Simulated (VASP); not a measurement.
# ZnS (P6_3mc) in VASP: settings compared

Aim: see how the results for ZnS move with the level of theory and the settings. Levels: LDA, PBE. Tasks: electric field gradients.

Program: VASP 6.6.1. These are calculated values, not measurements. Logs are shortened: lines on timing, memory, paths and dates and some standing lists are left out, and cuts for length are marked.

**1. The cell of the first run**

The structure is hexagonal, space group P6_3mc (No. 186). The conventional cell has a = 3.811 Å, b = 3.811 Å, c = 6.234 Å, α = 90.00°, β = 90.00°, γ = 120.00°. Within 3.1 Å of Zn (site symmetry 3m) lie 4 S at 2.31 to 2.40 Å. S (site symmetry 3m) has 4 Zn at 2.31 to 2.40 Å within 3.1 Å.

**2. Electric field gradients, LDA**

Contents of INCAR:

```
SYSTEM = ZnS
PREC = Accurate
ENCUT = 520
EDIFF = 1E-8
ISMEAR = -1
SIGMA = 0.03
LREAL = .FALSE.
LASPH = .TRUE.
NELM = 60
ALGO = Normal
ISIF = 2
LWAVE = .FALSE.
LCHARG = .FALSE.
GGA = CA
LEFG = .TRUE.
NBANDS = 26
```

Contents of KPOINTS:

```
regular mesh
0
G
  8 8 5
  0 0 0
```

Contents of POSCAR:

```
ZnS
1.0
    3.8109987816      0.0000000000      0.0000000000
   -1.9054993908      3.3004217586      0.0000000000
    0.0000000000      0.0000000000      6.2340000000
Zn S
2 2
Direct
    0.3333333333      0.6666666667      0.0000000000
    0.6666666667      0.3333333333      0.5000000000
    0.3333333333      0.6666666667      0.3850000000
    0.6666666667      0.3333333333      0.8850000000
```

Potentials or basis: VASP PAW LDA potentials, release 64 (Zn, S).

Started as:

```console
$ cat potpaw_LDA.64/Zn/POTCAR potpaw_LDA.64/S/POTCAR > POTCAR
$ mpirun -np 1 vasp_std > vasp.out
```

OUTCAR:

```text
SYSTEM = ZnS
   PREC = Accurate
   ENCUT = 520
   EDIFF = 1E-8
   ISMEAR = -1
   LREAL = .FALSE.
   LASPH = .TRUE.
   NELM = 60
   ISIF = 2
   GGA = CA

 ion  position               nearest neighbor table
   1  0.333  0.667  0.000-   4 2.31   4 2.31   4 2.31   3 2.40
   2  0.667  0.333  0.500-   3 2.31   3 2.31   3 2.31   4 2.40
   3  0.333  0.667  0.385-   2 2.31   2 2.31   2 2.31   1 2.40
   4  0.667  0.333  0.885-   1 2.31   1 2.31   1 2.31   2 2.40

  LATTYP: Found a hexagonal cell.
 ALAT       =     3.8109987816
 C/A-ratio  =     1.6357916539

  Lattice vectors:

 A1 = (   3.8109987816,   0.0000000000,   0.0000000000)
 A2 = (  -1.9054993908,   3.3004217586,   0.0000000000)
 A3 = (   0.0000000000,   0.0000000000,   6.2340000000)

Analysis of symmetry for initial positions (statically):
=====================================================================
 Subroutine PRICEL returns:
 Original cell was already a primitive cell.

 Routine SETGRP: Setting up the symmetry group for a
 hexagonal supercell.

 Subroutine GETGRP returns: Found 12 space group operations
 (whereof  6 operations were pure point group operations)
 out of a pool of 24 trial point group operations.

The static configuration has the point symmetry C_3v.
 The point group associated with its full space group is C_6v.

Analysis of symmetry for dynamics (positions and initial velocities):
=====================================================================
 Subroutine PRICEL returns:
 Original cell was already a primitive cell.

 Routine SETGRP: Setting up the symmetry group for a
 hexagonal supercell.

 Subroutine GETGRP returns: Found 12 space group operations
 (whereof  6 operations were pure point group operations)
 out of a pool of 24 trial point group operations.

The dynamic configuration has the point symmetry C_3v.
 The point group associated with its full space group is C_6v.

 Subroutine INISYM returns: Found 12 space group operations
 (whereof  6 operations are pure point group operations),
 and found     1 'primitive' translations

----------------------------------------------------------------------------------------

                                     Primitive cell

  volume of cell :      78.4106

  direct lattice vectors                    reciprocal lattice vectors
     3.810998782  0.000000000  0.000000000     0.262398405  0.151495789  0.000000000
    -1.905499391  3.300421759  0.000000000     0.000000000  0.302991579  0.000000000
     0.000000000  0.000000000  6.234000000     0.000000000  0.000000000  0.160410651

  length of vectors
     3.810998782  3.810998782  6.234000000     0.302991579  0.302991579  0.160410651

  position of ions in fractional coordinates (direct lattice)
     0.333333333  0.666666667  0.000000000
     0.666666667  0.333333333  0.500000000
     0.333333333  0.666666667  0.385000000
     0.666666667  0.333333333  0.885000000

  ion indices of the primitive-cell ions
   primitive index   ion index
                 1           1
                 2           2
                 3           3
                 4           4

----------------------------------------------------------------------------------------

 KPOINTS: regular mesh

Automatic generation of k-mesh.
 Grid dimensions read from file:
 generate k-points for:    8    8    5

 Generating k-lattice:

  Cartesian coordinates                     Fractional coordinates (reciprocal lattice)
     0.032799801  0.018936974  0.000000000     0.125000000  0.000000000  0.000000000
     0.000000000  0.037873947  0.000000000     0.000000000  0.125000000  0.000000000
     0.000000000  0.000000000  0.032082130     0.000000000  0.000000000  0.200000000

  Length of vectors
     0.037873947  0.037873947  0.032082130

  Shift w.r.t. Gamma in fractional coordinates (k-lattice)
     0.000000000  0.000000000  0.000000000

 Subroutine IBZKPT returns following result:
 ===========================================

 Found     30 irreducible k-points:

 Following reciprocal coordinates:
            Coordinates               Weight
  0.000000  0.000000  0.000000      1.000000
  0.125000  0.000000  0.000000      6.000000
  0.250000  0.000000  0.000000      6.000000
  0.375000 -0.000000  0.000000      6.000000
  0.500000  0.000000  0.000000      3.000000
  0.125000  0.125000  0.000000      6.000000
[... 16 lines left out ...]
  0.250000  0.000000  0.400000     12.000000
  0.375000 -0.000000  0.400000     12.000000
 [... further k-points ...]
   k-points           NKPTS =     30   k-points in BZ     NKDIM =     30   number of bands    NBANDS=     26
   number of dos      NEDOS =    301   number of ions     NIONS =      4
   total plane-waves  NPLWV =  37632
   dimension x,y,z NGX =    28 NGY =   28 NGZ =   48
   dimension x,y,z NGXF=    56 NGYF=   56 NGZF=   96
   ions per type =               2   2
   NGX,Y,Z   is equivalent  to a cutoff of  12.21, 12.21, 12.80 a.u.
   NGXF,Y,Z  is equivalent  to a cutoff of  24.43, 24.43, 25.60 a.u.
 SYSTEM =  ZnS
   PREC   = accura    normal or accurate (medium, high low for compatibility)
   ISTART =      0    job   : 0-new  1-cont  2-samecut
   ICHARG =      2    charge: 1-file 2-atom 10-const
   ISPIN  =      1    spin polarized calculation?
   LNONCOLLINEAR =      F non collinear calculations
   LSORBIT =      F    spin-orbit coupling
   LASPH  =      T    aspherical Exc in radial PAW
   ENCUT  =  520.0 eV  38.22 Ry    6.18 a.u.   7.09  7.09 11.59*2*pi/ulx,y,z
   NELM   =     60;   NELMIN=  2; NELMDL= -5     # of ELM steps
   EDIFF  = 0.1E-07   stopping-criterion for ELM
   LREAL  =      F    real-space projection
   EDIFFG = 0.1E-06   stopping-criterion for IOM
   NSW    =      0    number of steps for IOM
   IBRION =     -1    ionic relax: 0-MD 1-quasi-New 2-CG
   NFREE  =      0    steps in history (QN), initial steepest desc. (CG)
   ISIF   =      2    stress and relaxation
   ISYM   =      2    0-nonsym 1-usesym 2-fastsym
   POTIM  = 0.5000    time-step for ionic-motion
   TEBEG  =    0.0;   TEEND  =   0.0 temperature during run
   PSTRESS=    0.0 pullay stress
   NELECT =      36.0000    total number of electrons
   NUPDOWN=      -1.0000    fix difference up-down
   EMIN   =  10.00;   EMAX   =-10.00  energy-range for DOS
   EFERMI =   0.00;   METHOD = LEGACY
   ISMEAR =    -1;   SIGMA  =   0.03  broadening in eV -4-tet -1-fermi 0-gaus
   EFERMI_NEDOS =   21; number of points for ismear=-14 and -15
   IALGO  =     38    algorithm
   IMIX   =      4    mixing-type and parameters
     AMIX     =   0.40;   BMIX     =  1.00
     AMIX_MAG =   1.60;   BMIX_MAG =  1.00
  volume/ion in A,a.u.               =      19.60       132.29
  Fermi-wavevector in a.u.,A,eV,Ry     =   1.262944  2.386617 21.701656  1.595027
  Thomas-Fermi vector in A             =   2.396326
   LORBIT       =      0    0 simple, 1 ext, 2 COOP (PROOUT), +10 PAW based schemes
   GGA     = CA    functional components
   LHFCALC =     F    Hartree Fock is set to
   AEXX    =    0.0000 exact exchange contribution
   IVDW    =     0    specifies the selected vdW correction
   LEPSILON=     F    determine dielectric tensor
   LRPA    =     F    only Hartree local field effects (RPA)
 non-spin polarized calculation
  energy-cutoff  :      520.00
  volume of cell :       78.41
 maximum number of plane-waves:      2128
   NGX = 15   NGY = 15   NGZ = 23

 number of electron      35.9999977 magnetization

 Free energy of the ion-electron system (eV)
  ---------------------------------------------------
  ext. energy  EPLUGINS =         0.00000000
  ---------------------------------------------------
  free energy    TOTEN  =       -16.33528810 eV

  energy without entropy =      -16.33528810  energy(sigma->0) =      -16.33528810

 E-fermi :   2.5606     XC(G=0): -10.0605

 val. band max:        1.9858322484   @ k =   0.0000   0.0000   0.0000
 cond. band min:       4.0055817445   @ k =   0.0000   0.0000   0.0000
 fundamental gap:      2.0197494961
 Fermi energy:         2.5606411333

 k-point     1 :       0.0000    0.0000    0.0000
  band No.  band energies     occupation
      1     -11.1801      2.00000
      2     -10.2333      2.00000
      3      -4.5462      2.00000
      4      -4.5462      2.00000
      5      -4.4840      2.00000
      6      -4.4840      2.00000
[... 18 lines left out ...]
     25       9.4863      0.00000
     26      11.0346      0.00000
[... 644 lines left out ...]
      4      -4.4882      2.00000
      5      -4.3775      2.00000
      6      -4.3348      2.00000
[... 18 lines left out ...]
     25      10.8375      0.00000
     26      11.2705      0.00000

 [... further k-points ...]
[... 5 lines left out ...]
  --------------------------------------------------------------------------------------
  -------------------------------------------------------------------------------------
  Total       -1.5529703     -1.5529703     -2.3090067      0.0000000      0.0000000      0.0000000
  in kB      -31.7320912    -31.7320912    -47.1803022      0.0000000      0.0000000      0.0000000
  external PRESSURE =     -36.8814948 kB  Pullay stress =       0.0000000 kB

 VOLUME and BASIS-vectors are now :
 -----------------------------------------------------------------------------
  energy-cutoff  :      520.00
  volume of cell :       78.41
      direct lattice vectors                 reciprocal lattice vectors
     3.810998782  0.000000000  0.000000000     0.262398405  0.151495789  0.000000000
    -1.905499391  3.300421759  0.000000000     0.000000000  0.302991579  0.000000000
     0.000000000  0.000000000  6.234000000     0.000000000  0.000000000  0.160410651

 POSITION                                       TOTAL-FORCE (eV/Angst)
 -----------------------------------------------------------------------------------
     -0.00000      2.20028      0.00000        -0.000000      0.000000      0.297984
      1.90550      1.10014      3.11700         0.000000      0.000000      0.297984
     -0.00000      2.20028      2.40009         0.000000     -0.000000     -0.297984
      1.90550      1.10014      5.51709        -0.000000      0.000000     -0.297984
 -----------------------------------------------------------------------------------
    total drift:                               -0.000000     -0.000000     -0.000030

  FREE ENERGIE OF THE ION-ELECTRON SYSTEM (eV)
  ---------------------------------------------------
  free  energy   TOTEN  =       -16.3352881011 eV

  energy  without entropy=      -16.3352881011  energy(sigma->0) =      -16.33528810

 Electric field gradients (V/A^2)
---------------------------------------------------------------------
 ion       V_xx      V_yy      V_zz      V_xy      V_xz      V_yz
---------------------------------------------------------------------
   1      -9.890    -9.884    19.774     0.006    -0.000     0.000
   2      -9.890    -9.884    19.774     0.006     0.000    -0.000
   3       2.856     2.856    -5.712    -0.000    -0.000     0.000
   4       2.856     2.856    -5.712    -0.000     0.000    -0.000
---------------------------------------------------------------------

 Electric field gradients after diagonalization (V/A^2)
 (convention: |V_zz| > |V_xx| > |V_yy|)
----------------------------------------------------------------------
 ion       V_xx      V_yy      V_zz     asymmetry (V_yy - V_xx)/ V_zz
----------------------------------------------------------------------
   1      -9.893    -9.881    19.774       0.001
   2      -9.893    -9.881    19.774       0.001
   3       2.856     2.856    -5.712       0.000
   4       2.856     2.856    -5.712       0.000
----------------------------------------------------------------------

           NMR quadrupolar parameters

 Cq : quadrupolar parameter    Cq=e*Q*V_zz/h
 eta: asymmetry parameters     (V_yy - V_xx)/ V_zz
 Q  : nuclear electric quadrupole moment in mb (millibarn)
----------------------------------------------------------------------
 ion       Cq(MHz)       eta       Q (mb)
----------------------------------------------------------------------
   1       0.048       0.001       1.000
   2       0.048       0.001       1.000
   3      -0.014       0.000       1.000
   4      -0.014       0.000       1.000
----------------------------------------------------------------------
```

Wall time 50 s (1 thread of AMD EPYC 7R13 (Zen 3), shared host); peak memory 0.16 GiB.

What came out:

| Property | Result |
| --- | --- |
| Free energy | -16.3353 eV |
| Pressure | -3.7 GPa |
| Largest force | 0.298 eV/Å |
| Band gap on the k mesh | 2.02 eV |
| Largest electric field gradient by atom | Zn +19.8; S -5.7 V/Å² |

Forces on the atoms (eV/Å):
```
Zn   0.000  0.000  0.298
Zn   0.000  0.000  0.298
S    0.000  0.000 -0.298
S    0.000  0.000 -0.298
```

Levels at points of the mesh, in eV from the valence-band top:
```
           k point  band 16  band 17  band 18  band 19  band 20  band 21
(0.00, 0.00, 0.00)    -0.02    -0.02     0.00     2.02     2.80     6.15
(0.50, 0.00, 0.00)    -2.28    -1.61    -1.00     3.42     4.10     5.00
```

Electric field gradients, principal values (V/Å²):
```
atom   least  middle  greatest (by size)
1 Zn  -9.881  -9.893              19.774
2 Zn  -9.881  -9.893              19.774
 3 S   2.856   2.856              -5.712
 4 S   2.856   2.856              -5.712
```

Caveat: the cell stands under tension; without QUAD_EFG the Cq values of the log hold for a quadrupole moment of 1 mb, not for the nuclei.

(Part 1 of 2 ends here.)
